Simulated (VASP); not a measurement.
# W (Im-3m) in VASP: a series of runs, part 2 of 2

VASP 6.6.1. The steps go on from the part before.

**3. Single point, PBE**

INCAR reads:

```
ALGO     = Normal         # electronic algorithm
EDIFF    = 1E-7           # SCF threshold, eV
ENCUT    = 520            # plane-wave cutoff, eV
GGA      = PE             # functional
ISIF     = 2              # what is computed and relaxed
ISMEAR   = -1             # smearing method
LASPH    = True           # aspherical terms in the spheres
LCHARG   = True           # write CHGCAR
LELF     = True           # ELF
LREAL    = False          # projectors in reciprocal space
LVHAR    = True         
LWAVE    = False          # write WAVECAR
NBANDS   = 13             # bands
NELM     = 100            # most SCF steps
PREC     = Accurate       # precision mode
SIGMA    = 0.08           # smearing width, eV
```

KPOINTS reads:

```
k-points
0
Gamma
  17 17 17
```

POSCAR reads:

```
W
1.0
   -1.5776417161      1.5776417161      1.5776417161
    1.5776417161     -1.5776417161      1.5776417161
    1.5776417161      1.5776417161     -1.5776417161
W
1
Direct
    0.0000000000      0.0000000000      0.0000000000
```

Potentials or basis: VASP PAW PBE potentials, release 64 (W_sv).

The run is started by

```bash
cat potpaw_PBE.64/W_sv/POTCAR > POTCAR
mpirun -np 1 vasp_std > vasp.out
```

OUTCAR:

```text
EDIFF = 1E-7
   ENCUT = 520
   GGA = PE
   ISIF = 2
   ISMEAR = -1
   LASPH = True
   LREAL = False
   NELM = 100
   PREC = Accurate

 ion  position               nearest neighbor table
   1  0.000  0.000  0.000-

  LATTYP: Found a body centered cubic cell.
 ALAT       =     3.1552834322

  Lattice vectors:

 A1 = (  -1.5776417161,   1.5776417161,   1.5776417161)
 A2 = (   1.5776417161,  -1.5776417161,   1.5776417161)
 A3 = (   1.5776417161,   1.5776417161,  -1.5776417161)

Analysis of symmetry for initial positions (statically):
=====================================================================
 Subroutine PRICEL returns:
 Original cell was already a primitive cell.

 Routine SETGRP: Setting up the symmetry group for a
 body centered cubic supercell.

 Subroutine GETGRP returns: Found 48 space group operations
 (whereof 48 operations were pure point group operations)
 out of a pool of 48 trial point group operations.

The static configuration has the point symmetry O_h .

Analysis of symmetry for dynamics (positions and initial velocities):
=====================================================================
 Subroutine PRICEL returns:
 Original cell was already a primitive cell.

 Routine SETGRP: Setting up the symmetry group for a
 body centered cubic supercell.

 Subroutine GETGRP returns: Found 48 space group operations
 (whereof 48 operations were pure point group operations)
 out of a pool of 48 trial point group operations.

The dynamic configuration has the point symmetry O_h .

 Subroutine INISYM returns: Found 48 space group operations
 (whereof 48 operations are pure point group operations),
 and found     1 'primitive' translations

----------------------------------------------------------------------------------------

                                     Primitive cell

  volume of cell :      15.7067

  direct lattice vectors                    reciprocal lattice vectors
    -1.577641716  1.577641716  1.577641716     0.000000000  0.316928739  0.316928739
     1.577641716 -1.577641716  1.577641716     0.316928739  0.000000000  0.316928739
     1.577641716  1.577641716 -1.577641716     0.316928739  0.316928739  0.000000000

  length of vectors
     2.732555608  2.732555608  2.732555608     0.448204921  0.448204921  0.448204921

  position of ions in fractional coordinates (direct lattice)
     0.000000000  0.000000000  0.000000000

  ion indices of the primitive-cell ions
   primitive index   ion index
                 1           1

----------------------------------------------------------------------------------------

 KPOINTS: k-points

Automatic generation of k-mesh.
 Grid dimensions read from file:
 generate k-points for:   17   17   17

 Generating k-lattice:

  Cartesian coordinates                     Fractional coordinates (reciprocal lattice)
     0.000000000  0.018642867  0.018642867     0.058823529  0.000000000  0.000000000
     0.018642867  0.000000000  0.018642867     0.000000000  0.058823529  0.000000000
     0.018642867  0.018642867  0.000000000     0.000000000  0.000000000  0.058823529

  Length of vectors
     0.026364995  0.026364995  0.026364995

  Shift w.r.t. Gamma in fractional coordinates (k-lattice)
     0.000000000  0.000000000  0.000000000

 Subroutine IBZKPT returns following result:
 ===========================================

 Found    165 irreducible k-points:

 Following reciprocal coordinates:
            Coordinates               Weight
  0.000000  0.000000  0.000000      1.000000
  0.058824  0.000000  0.000000     12.000000
  0.117647  0.000000  0.000000     12.000000
  0.176471  0.000000  0.000000     12.000000
  0.235294  0.000000  0.000000     12.000000
  0.294118  0.000000  0.000000     12.000000
[... 16 lines left out ...]
  0.411765  0.117647  0.000000     48.000000
  0.176471  0.176471  0.000000     24.000000
 [... further k-points ...]
   k-points           NKPTS =    165   k-points in BZ     NKDIM =    165   number of bands    NBANDS=     13
   number of dos      NEDOS =    301   number of ions     NIONS =      1
   total plane-waves  NPLWV =   8000
   dimension x,y,z NGX =    20 NGY =   20 NGZ =   20
   dimension x,y,z NGXF=    40 NGYF=   40 NGZF=   40
   ions per type =               1
   NGX,Y,Z   is equivalent  to a cutoff of  12.17, 12.17, 12.17 a.u.
   NGXF,Y,Z  is equivalent  to a cutoff of  24.34, 24.34, 24.34 a.u.
 SYSTEM =  unknown system
   PREC   = accura    normal or accurate (medium, high low for compatibility)
   ISTART =      0    job   : 0-new  1-cont  2-samecut
   ICHARG =      2    charge: 1-file 2-atom 10-const
   ISPIN  =      1    spin polarized calculation?
   LNONCOLLINEAR =      F non collinear calculations
   LSORBIT =      F    spin-orbit coupling
   LASPH  =      T    aspherical Exc in radial PAW
   ENCUT  =  520.0 eV  38.22 Ry    6.18 a.u.   5.08  5.08  5.08*2*pi/ulx,y,z
   NELM   =    100;   NELMIN=  2; NELMDL= -5     # of ELM steps
   EDIFF  = 0.1E-06   stopping-criterion for ELM
   LREAL  =      F    real-space projection
   EDIFFG = 0.1E-05   stopping-criterion for IOM
   NSW    =      0    number of steps for IOM
   IBRION =     -1    ionic relax: 0-MD 1-quasi-New 2-CG
   NFREE  =      0    steps in history (QN), initial steepest desc. (CG)
   ISIF   =      2    stress and relaxation
   ISYM   =      2    0-nonsym 1-usesym 2-fastsym
   POTIM  = 0.5000    time-step for ionic-motion
   TEBEG  =    0.0;   TEEND  =   0.0 temperature during run
   PSTRESS=    0.0 pullay stress
   NELECT =      14.0000    total number of electrons
   NUPDOWN=      -1.0000    fix difference up-down
   EMIN   =  10.00;   EMAX   =-10.00  energy-range for DOS
   EFERMI =   0.00;   METHOD = LEGACY
   ISMEAR =    -1;   SIGMA  =   0.08  broadening in eV -4-tet -1-fermi 0-gaus
   EFERMI_NEDOS =   21; number of points for ismear=-14 and -15
   IALGO  =     38    algorithm
   IMIX   =      4    mixing-type and parameters
     AMIX     =   0.40;   BMIX     =  1.00
     AMIX_MAG =   1.60;   BMIX_MAG =  1.00
  volume/ion in A,a.u.               =      15.71       105.99
  Fermi-wavevector in a.u.,A,eV,Ry     =   1.575515  2.977291 33.773016  2.482247
  Thomas-Fermi vector in A             =   2.676487
   LORBIT       =      0    0 simple, 1 ext, 2 COOP (PROOUT), +10 PAW based schemes
   GGA     = PE    functional components
   LHFCALC =     F    Hartree Fock is set to
   AEXX    =    0.0000 exact exchange contribution
   IVDW    =     0    specifies the selected vdW correction
   LEPSILON=     F    determine dielectric tensor
   LRPA    =     F    only Hartree local field effects (RPA)
 non-spin polarized calculation
  energy-cutoff  :      520.00
  volume of cell :       15.71
 maximum number of plane-waves:       435
   NGX = 11   NGY = 11   NGZ = 11

 number of electron      14.0000005 magnetization

 Free energy of the ion-electron system (eV)
  ---------------------------------------------------
  ext. energy  EPLUGINS =         0.00000000
  ---------------------------------------------------
  free energy    TOTEN  =       -12.94629048 eV

  energy without entropy =      -12.93550207  energy(sigma->0) =      -12.94089627

 E-fermi :  11.6123     XC(G=0): -13.6932

 val. band max:       11.5774985204   @ k =  -0.1765   0.1765   0.1176
 cond. band min:      11.6221694027   @ k =   0.4118   0.0588   0.0588
 fundamental gap:      0.0446708823
 Fermi energy:        11.6123430880

 k-point     1 :       0.0000    0.0000    0.0000
  band No.  band energies     occupation
      1     -62.5949      2.00000
      2     -26.1430      2.00000
      3     -26.1430      2.00000
      4     -26.1430      2.00000
      5       1.8890      2.00000
      6      10.3318      2.00000
      7      10.3318      2.00000
      8      10.3318      2.00000
      9      13.8607      0.00000
     10      13.8607      0.00000
     11      26.1153      0.00000
     12      26.1153      0.00000
     13      26.1153      0.00000
[... 353 lines left out ...]
 k-point    24 :       0.1765    0.1765    0.0000
  band No.  band energies     occupation
      1     -62.5004      2.00000
      2     -27.0000      2.00000
      3     -26.4290      2.00000
      4     -26.2318      2.00000
      5       5.3400      2.00000
      6       8.8021      2.00000
      7       9.0674      2.00000
      8      12.8382      0.00000
      9      14.5561      0.00000
     10      14.8337      0.00000
     11      26.0754      0.00000
     12      28.0424      0.00000
     13      30.4385      0.00000

 [... further k-points ...]

------------------------ aborting loop because EDIFF is reached ----------------------------------------

  FORCE on cell =-STRESS in cart. coord.  units (eV):
  Direction    XX          YY          ZZ          XY          YZ          ZX
  --------------------------------------------------------------------------------------
  -------------------------------------------------------------------------------------
  Total        0.9085776      0.9085776      0.9085776      0.0000000      0.0000000     -0.0000000
  in kB       92.6803081     92.6803081     92.6803081      0.0000000      0.0000000     -0.0000000
  external PRESSURE =      92.6803081 kB  Pullay stress =       0.0000000 kB

 VOLUME and BASIS-vectors are now :
 -----------------------------------------------------------------------------
  energy-cutoff  :      520.00
  volume of cell :       15.71
      direct lattice vectors                 reciprocal lattice vectors
    -1.577641716  1.577641716  1.577641716     0.000000000  0.316928739  0.316928739
     1.577641716 -1.577641716  1.577641716     0.316928739  0.000000000  0.316928739
     1.577641716  1.577641716 -1.577641716     0.316928739  0.316928739  0.000000000

 POSITION                                       TOTAL-FORCE (eV/Angst)
 -----------------------------------------------------------------------------------
      0.00000      0.00000      0.00000        -0.000000     -0.000000      0.000000
 -----------------------------------------------------------------------------------
    total drift:                                0.000000     -0.000000      0.000000

  FREE ENERGIE OF THE ION-ELECTRON SYSTEM (eV)
  ---------------------------------------------------
  free  energy   TOTEN  =       -12.9462904756 eV

  energy  without entropy=      -12.9355020689  energy(sigma->0) =      -12.94089627
```

Wall time 34 s (1 thread of Intel Xeon 8259CL, shared host); peak memory 0.15 GiB.

What came out:

* Free energy: -12.9463 eV
* Pressure: 9.3 GPa
* Band gap on the k mesh: zero (bands 7 and 8 overlap by 6.05 eV)

Caveat: the cell stands under pressure; spin-orbit coupling is left out, which moves the levels of the heavy elements.

The gap in the log of VASP goes by the Fermi energy; the results here count the filled bands.